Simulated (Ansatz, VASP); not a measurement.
## MoS2 in VASP and in Ansatz

```
CELL_PARAMETERS angstrom
3.11164 0.00000 0.00000
-1.55582 2.69476 0.00000
0.00000 0.00000 18.99093
ATOMIC_POSITIONS crystal
Mo 0.00000 0.00000 0.00023
Mo 0.66667 0.33333 0.33356
Mo 0.33333 0.66667 0.66690
S 0.33333 0.66667 0.25092
S 0.66667 0.33333 0.08285
S 0.00000 0.00000 0.58425
S 0.33333 0.66667 0.41618
S 0.66667 0.33333 0.91759
S 0.00000 0.00000 0.74951
```

Alike in both runs: task single point; functional PBEsol; k mesh 12 × 12 × 2; occupations gaussian, width 0.02 eV; no spin polarisation.

```csv
,VASP,Ansatz
version,VASP 6.6.1,Ansatz 0.2.0
potentials or method,"VASP PAW PBE potentials, release 64 (Mo_sv, S), cutoff 520 eV","scalar-relativistic, plane waves, PAW"
valence electrons in the cell,78,78
```

|  | VASP | Ansatz | Ansatz less VASP |
| --- | --- | --- | --- |
| gap on the k mesh at the Fermi level (eV) | 1.08 | 1.07 | -0.015 |
| least direct gap on the mesh (eV) | 1.93 | 1.92 | -0.005 |
| pressure (GPa) | 1.9 | 1.9 | +0.01 |
| traceless stress, the component that is largest in VASP (GPa) | -1.91 | -1.89 | +0.027 |

VASP's potentials were made for PBE, not for PBEsol.
